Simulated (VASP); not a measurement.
Set up this calculation in VASP 6.6.1, as the native input.

- Task: single point
- Functional: PBEsol
- Potentials or basis: VASP PAW PBE potentials, release 64 (Cu, O)
- Cutoff: 520 eV
- k mesh: 10 × 10 × 5
- Occupations: fermi-dirac, width 0.05 eV
- Spin: no spin polarisation
- Dipole correction: no
- Further INCAR settings: ALGO = Normal; EDIFF = 1e-06; NBANDS = 25

The structure of CuO (Tenorite) lies in POSCAR:

```
CuO
1.0
    2.2588391406     -1.7116415480     -0.0340231397
    2.2588391406      1.7116415480     -0.0340231397
   -0.8933790888      0.0000000000      4.9501228660
Cu O
2 2
Direct
    0.5000000000      0.0000000000      0.5000000000
    0.0000000000      0.5000000000      0.0000000000
    0.4201860385      0.5798139615      0.7500000000
    0.5798139615      0.4201860385      0.2500000000
```

One way to write it, as run:

INCAR

```
PREC = Accurate
ENCUT = 520
EDIFF = 1E-6
ISMEAR = -1
SIGMA = 0.05
LREAL = F
LASPH = T
NELM = 100
ALGO = Normal
ISIF = 2
LWAVE = F
LCHARG = T
GGA = PS
LELF = T
LVHAR = T
NBANDS = 25
```

KPOINTS

```
regular mesh
0
Gamma
  10 10 5
```

Potentials or basis: VASP PAW PBE potentials, release 64 (Cu, O).

Run with:

```console
$ cat potpaw_PBE.64/Cu/POTCAR potpaw_PBE.64/O/POTCAR > POTCAR
$ mpirun -np 1 vasp_std > vasp.out
```

It gave:

The pressure is 10.9 GPa. The largest force is 0.051 eV/Å. The band gap on the k mesh is zero (band 17 reaches 6.73 eV, above the bottom of band 18 at 6.11 eV).

Caveat: the PAW data sets were made with another functional, which shifts forces and pressure a little; semilocal functionals often make such compounds metallic where correlation or magnetic order opens a gap, which also shifts bond lengths.

Run time: 78 s on 1 thread of Intel(R) Xeon(R) Platinum 8488C (Sapphire Rapids) (shared host), peak memory 0.24 GiB.
